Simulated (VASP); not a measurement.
Input of a VASP 6.6.1 run:

File INCAR:

```
SYSTEM = GaP
PREC = Accurate
ENCUT = 520
EDIFF = 1E-8
ISMEAR = 0
SIGMA = 0.01
LREAL = .False.
LASPH = .True.
NELM = 100
ALGO = Normal
ISIF = 2
LWAVE = .False.
LCHARG = .False.
GGA = PS
NBANDS = 16
IBRION = 8
NSW = 1
LEPSILON = .True.
```

The input KPOINTS:

```
Automatic mesh
0
Gamma
  8 8 8
  0 0 0
```

Contents of POSCAR:

```
GaP
1.0
    0.0000000000      2.7192251054      2.7192251054
    2.7192251054      0.0000000000      2.7192251054
    2.7192251054      2.7192251054      0.0000000000
Ga P
1 1
Direct
    0.0000000000      0.0000000000      0.0000000000
    0.2500000000      0.2500000000      0.2500000000
```

Potentials or basis: VASP PAW PBE potentials, release 64 (Ga_d, P).

The run is started by

```bash
$ cat potpaw_PBE.64/Ga_d/POTCAR potpaw_PBE.64/P/POTCAR > POTCAR
$ mpirun -np 1 vasp_std > vasp.out
```

Problem. Estimate the electronic dielectric tensor (diagonal).

Solution. 11.51.

Problem. Estimate the Born charges (mean of the diagonal).

Solution. Ga +2.18; P -2.18 e.

Problem. What does it give for the highest phonon frequency at Γ, LO-TO splitting left out?

Solution. 355 cm⁻¹.

Born effective charge tensors (e):
atom 1, Ga
```
2.18 0.00 0.00
0.00 2.18 0.00
0.00 0.00 2.18
```
atom 2, P
```
-2.18  0.00  0.00
 0.00 -2.18  0.00
 0.00  0.00 -2.18
```
